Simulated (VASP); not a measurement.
# Li6SiS2N2 in VASP: notebook

The runs below take Li6SiS2N2 through single point, with PBE+D3(BJ).

Everything below comes from runs of VASP 6.6.1. Logs are shortened: lines on timing, memory, paths and dates and some standing lists are left out, and cuts for length are marked.

### Step 1. The cell of the first run

The cell holds a disordered packing, 22 atoms: a = 7.061 Å, b = 6.830 Å, c = 7.078 Å, α = 93.42°, β = 90.26°, γ = 86.20°.

### Step 2. Single point, PBE+D3(BJ)

Input file INCAR:

```
SYSTEM = Li6SiS2N2
PREC = Accurate ; ENCUT = 650
EDIFF = 1E-6 ; ISMEAR = -1
SIGMA = 0.1551 ; LREAL = Auto
LASPH = .TRUE. ; NELM = 120
ALGO = Normal ; ISIF = 2
LWAVE = .FALSE. ; LCHARG = .TRUE.
GGA = PE ; IVDW = 12
LELF = .TRUE. ; LVHAR = .TRUE.
ISYM = -1 ; NBANDS = 61
GGA_COMPAT = .FALSE.
```

Input file KPOINTS:

```
explicit points
1
Reciprocal
  0.25000000   0.25000000   0.25000000 1
```

Input file POSCAR:

```
Li6SiS2N2
1.0
    7.0575940000      0.2300220000     -0.0127870000
    0.2300220000      6.8226690000     -0.2070970000
   -0.0127870000     -0.2070970000      7.0752940000
Si S Li N
2 4 12 4
Direct
    0.3585155049      0.7672699840      0.7333113860
    0.0514020230      0.6968459566      0.0717533412
   -0.0362138973      0.3362967358      1.0425951173
    0.7792427313      0.7887561494      0.3128249100
    0.8441081047      0.8058651045      0.8640023801
    0.2369020083      0.4755373024      0.4485206713
    0.6554974537      0.5159347898      0.8643347390
    0.9748188164      0.4924286737      0.6350870380
    0.7386378941      0.0563626153      0.1553930467
    0.0880418268      0.2175269358      0.4130327258
    0.7330025246      0.1755465958      0.4563852861
    0.3078420122      0.3981601232      0.1480039053
    0.9728612670      0.9849293773      0.6009436352
    0.3290272493      0.2871753394      0.6349719775
    0.7876269100      0.2104379719      0.8243776807
    0.1894717486      1.0706883277      0.8954052108
    0.6383160147      0.5305230348      0.2171146352
    0.3518430365      0.7731290854      0.3119575994
    0.2818829633      0.9826330201      0.6409418164
    0.9048774701      0.2379278151      0.5954043471
    0.6497796219      0.3314550781      1.0608212301
    0.3013238992      0.6994087778      0.0208922044
```

Potentials or basis: VASP PAW PBE potentials, release 64 (Si, S, Li_sv, N).

Launch:

```bash
> cat potpaw_PBE.64/Si/POTCAR potpaw_PBE.64/S/POTCAR potpaw_PBE.64/Li_sv/POTCAR potpaw_PBE.64/N/POTCAR > POTCAR
> mpirun -np 1 vasp_std > vasp.out
```

OUTCAR:

```text
SYSTEM = Li6SiS2N2
   PREC = Accurate
   ENCUT = 650
   EDIFF = 1E-6
   ISMEAR = -1
   LREAL = Auto
   LASPH = .TRUE.
   NELM = 120
   ISIF = 2
   GGA = PE
   IVDW = 12
   ISYM = -1
 IVDW          = 12

 ion  position               nearest neighbor table
   1  0.359  0.767  0.733-  19 1.70  22 2.16  16 2.54   7 2.81   6 2.92
   2  0.051  0.697  0.072-  22 1.80   5 2.20   3 2.57   4 2.60  12 2.71  18 2.77
   3  0.964  0.336  0.043-  15 2.15  21 2.22  16 2.51   2 2.57  12 2.59
   4  0.779  0.789  0.313-  17 2.15   9 2.20   2 2.60
   5  0.844  0.806  0.864-   2 2.20   7 2.46  13 2.49   9 2.68
   6  0.237  0.476  0.449-  14 1.98  10 2.11  12 2.21   8 2.27  18 2.49   1 2.92
   7  0.655  0.516  0.864-  21 1.93  15 2.23   5 2.46  17 2.50   1 2.81
   8  0.975  0.492  0.635-  20 1.84   6 2.27  10 2.47
   9  0.739  0.056  0.155-  21 2.09   4 2.20  11 2.23   5 2.68
  10  0.088  0.218  0.413-  20 1.82   6 2.11  13 2.32  14 2.36   8 2.47  11 2.56
  11  0.733  0.176  0.456-  20 1.62   9 2.23  13 2.34  10 2.56
  12  0.308  0.398  0.148-   6 2.21  17 2.59   3 2.59   2 2.71
  13  0.973  0.985  0.601-  20 1.77  10 2.32  11 2.34  15 2.46   5 2.49
  14  0.329  0.287  0.635-   6 1.98  19 2.13  10 2.36
  15  0.788  0.210  0.824-  20 1.85  21 2.04   3 2.15   7 2.23  13 2.46
  16  0.189  0.071  0.895-  19 1.97   3 2.51   1 2.54
  17  0.638  0.531  0.217-  21 1.70   4 2.15   7 2.50  12 2.59  18 2.59
  18  0.352  0.773  0.312-  22 2.13   6 2.49  17 2.59   2 2.77
  19  0.282  0.983  0.641-   1 1.70  16 1.97  14 2.13
  20  0.905  0.238  0.595-  11 1.62  13 1.77  10 1.82   8 1.84  15 1.85
  21  0.650  0.331  0.061-  17 1.70   7 1.93  15 2.04   9 2.09   3 2.22
  22  0.301  0.699  0.021-   2 1.80  18 2.13   1 2.16

IMPORTANT INFORMATION: All symmetrisations will be switched off!
NOSYMM: (Re-)initialisation of all symmetry stuff for point group C_1.

----------------------------------------------------------------------------------------

                                     Primitive cell

  volume of cell :     340.0100

  direct lattice vectors                    reciprocal lattice vectors
     7.057594000  0.230022000 -0.012787000     0.141847308 -0.004778757  0.000116481
     0.230022000  6.822669000 -0.207097000    -0.004778757  0.146861540  0.004290066
    -0.012787000 -0.207097000  7.075294000     0.000116481  0.004290066  0.141462666

  length of vectors
     7.061353036  6.829686052  7.078335812     0.141927830  0.147001882  0.141527750

  position of ions in fractional coordinates (direct lattice)
     0.358515505  0.767269984  0.733311386
     0.051402023  0.696845957  0.071753341
     0.963786103  0.336296736  0.042595117
     0.779242731  0.788756149  0.312824910
     0.844108105  0.805865105  0.864002380
     0.236902008  0.475537302  0.448520671
[... 14 lines left out ...]
     0.649779622  0.331455078  0.060821230
     0.301323899  0.699408778  0.020892204

  ion indices of the primitive-cell ions
   primitive index   ion index
                 1           1
                 2           2
                 3           3
                 4           4
                 5           5
                 6           6
[... 14 lines left out ...]
                21          21
                22          22

----------------------------------------------------------------------------------------

 KPOINTS: explicit points

Read explicit list of k-points.

 Found      1 k-points:

 Following reciprocal coordinates:
            Coordinates               Weight
  0.250000  0.250000  0.250000      1.000000
   k-points           NKPTS =      1   k-points in BZ     NKDIM =      1   number of bands    NBANDS=     61
   number of dos      NEDOS =    301   number of ions     NIONS =     22
   total plane-waves  NPLWV = 216000
   dimension x,y,z NGX =    60 NGY =   60 NGZ =   60
   dimension x,y,z NGXF=   120 NGYF=  120 NGZF=  120
   ions per type =               2   4  12   4
   NGX,Y,Z   is equivalent  to a cutoff of  14.13, 14.60, 14.09 a.u.
   NGXF,Y,Z  is equivalent  to a cutoff of  28.25, 29.21, 28.18 a.u.
 SYSTEM =  Li6SiS2N2
   PREC   = accura    normal or accurate (medium, high low for compatibility)
   ISTART =      0    job   : 0-new  1-cont  2-samecut
   ICHARG =      2    charge: 1-file 2-atom 10-const
   ISPIN  =      1    spin polarized calculation?
   LNONCOLLINEAR =      F non collinear calculations
   LSORBIT =      F    spin-orbit coupling
   LASPH  =      T    aspherical Exc in radial PAW
   ENCUT  =  650.0 eV  47.77 Ry    6.91 a.u.  14.68 14.20 14.71*2*pi/ulx,y,z
   NELM   =    120;   NELMIN=  2; NELMDL= -5     # of ELM steps
   EDIFF  = 0.1E-05   stopping-criterion for ELM
   LREAL  =      T    real-space projection
   EDIFFG = 0.1E-04   stopping-criterion for IOM
   NSW    =      0    number of steps for IOM
   IBRION =     -1    ionic relax: 0-MD 1-quasi-New 2-CG
   NFREE  =      0    steps in history (QN), initial steepest desc. (CG)
   ISIF   =      2    stress and relaxation
   ISYM   =     -1    0-nonsym 1-usesym 2-fastsym
   POTIM  = 0.5000    time-step for ionic-motion
   TEBEG  =    0.0;   TEEND  =   0.0 temperature during run
   PSTRESS=    0.0 pullay stress
   NELECT =      88.0000    total number of electrons
   NUPDOWN=      -1.0000    fix difference up-down
   EMIN   =  10.00;   EMAX   =-10.00  energy-range for DOS
   EFERMI =   0.00;   METHOD = LEGACY
   ISMEAR =    -1;   SIGMA  =   0.16  broadening in eV -4-tet -1-fermi 0-gaus
   EFERMI_NEDOS =   21; number of points for ismear=-14 and -15
   IALGO  =     38    algorithm
   IMIX   =      4    mixing-type and parameters
     AMIX     =   0.40;   BMIX     =  1.00
     AMIX_MAG =   1.60;   BMIX_MAG =  1.00
  volume/ion in A,a.u.               =      15.45       104.30
  Fermi-wavevector in a.u.,A,eV,Ry     =   1.043290  1.971533 14.809324  1.088455
  Thomas-Fermi vector in A             =   2.177993
   LORBIT       =      0    0 simple, 1 ext, 2 COOP (PROOUT), +10 PAW based schemes
   GGA     = PE    functional components
   LHFCALC =     F    Hartree Fock is set to
   AEXX    =    0.0000 exact exchange contribution
   IVDW    =    12    specifies the selected vdW correction
   LEPSILON=     F    determine dielectric tensor
   LRPA    =     F    only Hartree local field effects (RPA)
 non-spin polarized calculation
  energy-cutoff  :      650.00
  volume of cell :      340.01
 maximum number of plane-waves:     12796
 NGX is ok and might be reduce to    60
   NGX = 29   NGY = 29   NGZ = 29

 number of electron      87.9999996 magnetization

 Free energy of the ion-electron system (eV)
  ---------------------------------------------------
  ext. energy  EPLUGINS =         0.00000000
  ---------------------------------------------------
  free energy    TOTEN  =       -90.88534881 eV

  energy without entropy =      -90.53603648  energy(sigma->0) =      -90.71069264

 E-fermi :   2.5869     XC(G=0):  -8.3120

 val. band max:        2.3088061065   @ k =   0.2500   0.2500   0.2500
 cond. band min:       2.8183449807   @ k =   0.2500   0.2500   0.2500
 fundamental gap:      0.5095388742
 Fermi energy:         2.5868537433

 k-point     1 :       0.2500    0.2500    0.2500
  band No.  band energies     occupation
      1     -43.8239      2.00000
      2     -43.7305      2.00000
      3     -43.6793      2.00000
      4     -43.3454      2.00000
      5     -43.0819      2.00000
      6     -43.0160      2.00000
[... 48 lines left out ...]
     55       6.8399      0.00000
     56       7.1308      0.00000
 [bands above 56 left out]

------------------------ aborting loop because EDIFF is reached ----------------------------------------

 Edisp (eV)   -4.71954

 E8    (eV) :    -1.8262

  FORCE on cell =-STRESS in cart. coord.  units (eV):
  Direction    XX          YY          ZZ          XY          YZ          ZX
  --------------------------------------------------------------------------------------
  -------------------------------------------------------------------------------------
  Total      -8.44924    -1.95081     1.45458     2.75115     4.34303     5.74128
  in kB     -39.81408    -9.19251     6.85420    12.96382    20.46499    27.05378
  external pressure =      -14.05 kB  Pullay stress =        0.00 kB

 VOLUME and BASIS-vectors are now :
 -----------------------------------------------------------------------------
  energy-cutoff  :      650.00
  volume of cell :      340.01
      direct lattice vectors                 reciprocal lattice vectors
     7.057594000  0.230022000 -0.012787000     0.141847308 -0.004778757  0.000116481
     0.230022000  6.822669000 -0.207097000    -0.004778757  0.146861540  0.004290066
    -0.012787000 -0.207097000  7.075294000     0.000116481  0.004290066  0.141462666

 POSITION                                       TOTAL-FORCE (eV/Angst)
 -----------------------------------------------------------------------------------
      2.69737      5.16543      5.02491         0.293170      0.420693      0.079716
      0.52215      4.75131      0.36270        -0.560411     -0.505153     -0.636235
      6.87882      2.50731      0.21940         0.287045      1.098045      1.405015
      5.67701      5.49588      2.04001         1.403334      0.444924      1.159983
      6.13169      5.51338      5.93539         0.867878     -0.083667     -0.213869
      1.77561      3.20604      3.07190         0.877638      2.821250     -1.316636
[... 14 lines left out ...]
      4.66134      2.39828      0.35338         0.784950     -2.247140     -1.222299
      2.28723      4.83682     -0.00088        -2.152302      0.510054     -0.189404
 -----------------------------------------------------------------------------------
    total drift:                                0.004517     -0.004358      0.007117

  FREE ENERGIE OF THE ION-ELECTRON SYSTEM (eV)
  ---------------------------------------------------
  free  energy   TOTEN  =       -95.6048884520 eV

  energy  without entropy=      -95.2555761223  energy(sigma->0) =      -95.43023229
```

It took 2.3 min on 1 thread of Intel Xeon 8259CL, shared host; peak memory 0.47 GiB.

What came out:

```
Free energy                : -95.6049 eV
Pressure                   : -1.4 GPa
Largest force              : 3.235 eV/Å
Dispersion energy per atom : -0.215 eV
```

Forces on the atoms (eV/Å):
```
Si   0.293  0.421  0.080
Si  -0.560 -0.505 -0.636
S    0.287  1.098  1.405
S    1.403  0.445  1.160
S    0.868 -0.084 -0.214
S    0.878  2.821 -1.317
Li  -0.218  0.685 -0.178
Li  -0.407  0.574  0.035
Li  -0.181  0.422 -1.576
Li  -0.398 -0.536 -0.621
Li  -2.188 -0.395 -1.176
Li   0.505  0.204 -0.621
Li   0.629 -1.752  0.194
Li   0.785 -1.973  1.681
Li  -0.473 -0.931 -0.174
Li  -0.550 -0.053 -0.008
Li  -0.025  0.750  1.283
Li  -0.010  0.236  0.339
N    0.260 -0.837  0.499
N    0.471  1.148  1.258
N    0.785 -2.247 -1.222
N   -2.152  0.510 -0.189
```

Stress tensor (GPa, compression positive):
```
-3.98  1.30  2.71
 1.30 -0.92  2.05
 2.71  2.05  0.69
```

Levels at points of the mesh, in eV from the Fermi level:
| k point | band 40 | band 41 | band 42 | band 43 | band 44 | band 45 | band 46 | band 47 | band 48 | band 49 |
| --- | --- | --- | --- | --- | --- | --- | --- | --- | --- | --- |
| (0.25, 0.25, 0.25) | -1.25 | -1.01 | -0.72 | -0.52 | -0.28 | 0.23 | 0.86 | 1.88 | 2.11 | 2.38 |

Caveat: the atoms stand as in a frame of molecular dynamics.

### Step 3. Single point, PBE+D3(BJ)

Input file INCAR:

```
PREC = Accurate
ENCUT = 650
EDIFF = 1E-6
ISMEAR = -1
SIGMA = 0.1551
LREAL = Auto
LASPH = T
NELM = 120
ALGO = Normal
ISIF = 2
LWAVE = F
LCHARG = F
GGA = PE
IVDW = 12
ISYM = -1
NBANDS = 61
GGA_COMPAT = F
```

KPOINTS is that of step 2.

Input file POSCAR:

```
Li6SiS2N2
1.0
    7.0575940000      0.2300220000     -0.0127870000
    0.2300220000      6.8226690000     -0.2070970000
   -0.0127870000     -0.2070970000      7.0752940000
Si S Li N
2 4 12 4
Direct
    0.4035415908      0.7956769308      0.6136630353
   -0.0335230604      0.6761638093      0.1047471437
   -0.1051329674      0.3491728695      1.0873263102
    0.7424579384      0.8118444558      0.3038849496
    0.8677534041      0.7832930773      0.8231687064
    0.3282506663      0.4608349293      0.5274970726
    0.7132958660      0.5033722459      0.7660369726
    1.0566037357      0.3815940460      0.7259881744
    0.6185202564     -0.0897708275     -0.0026913723
    0.0120789517      0.2342547997      0.4454597816
    0.7094246468      0.1723197083      0.2588140235
    0.3882666394      0.5085939765      0.1550878384
    1.0418345368      0.6910166455      0.4472672673
    0.5184571652      0.2501010151      0.5841803438
    0.7900444274      0.0946980173      0.7073150562
    0.1902793811      0.8997219513      0.9649222802
    0.6985431858      0.5554318327      0.4179821415
    0.4024094515      0.8389592142      0.2476426486
    0.2408306266      0.9644148428      0.6594523029
    0.7788219127      0.2962875315      0.5480182244
    0.6740401366      0.3449078177      1.0310479431
    0.1840551333      0.7354145404      0.1739992229
```

Potentials or basis: VASP PAW PBE potentials, release 64 (Si, S, Li_sv, N).

Launch:

```bash
> cat potpaw_PBE.64/Si/POTCAR potpaw_PBE.64/S/POTCAR potpaw_PBE.64/Li_sv/POTCAR potpaw_PBE.64/N/POTCAR > POTCAR
> mpirun -np 1 vasp_std > vasp.out
```

Run time: 1.9 min. Hardware: 1 thread of Intel Xeon 8259CL, shared host; peak memory 0.47 GiB.

The run converged. Its results:

```
Free energy                : -97.3383 eV
Pressure                   : -0.3 GPa
Largest force              : 3.108 eV/Å
Dispersion energy per atom : -0.216 eV
```

Forces in eV/Å, atoms in the order of the input:
```
Si   1.469 -1.014  0.679
Si   0.207 -0.389 -0.777
S    2.300  1.352 -0.739
S    0.062  1.894 -1.344
S    0.646 -0.467  0.754
S   -2.507  1.660 -0.785
Li  -0.557 -0.931  0.237
Li  -0.069 -0.032  0.325
Li   0.216  0.169 -0.561
Li   0.596 -0.321 -0.768
Li  -0.005  0.410  0.910
Li   0.077 -0.752 -0.097
Li   0.916  0.381  0.528
Li   0.997 -1.547  0.450
Li   0.533 -0.083  0.331
Li  -0.447  0.340 -1.308
Li  -0.506 -2.585  0.998
Li  -0.140  0.407  1.168
N   -1.233  1.531  0.343
N    0.075  0.923  0.251
N   -2.236 -0.605 -0.112
N   -0.394 -0.342 -0.482
```

Stress tensor (GPa, compression positive):
```
 1.29 -0.37  0.14
-0.37 -1.08 -0.67
 0.14 -0.67 -1.18
```

Levels at points of the mesh, in eV from the Fermi level:
```tsv
k point	band 41	band 42	band 43	band 44	band 45	band 46	band 47	band 48
(0.25, 0.25, 0.25)	-1.14	-0.99	-0.66	-0.48	0.43	1.03	1.71	1.90
```

Caveat: the atoms stand as in a frame of molecular dynamics.
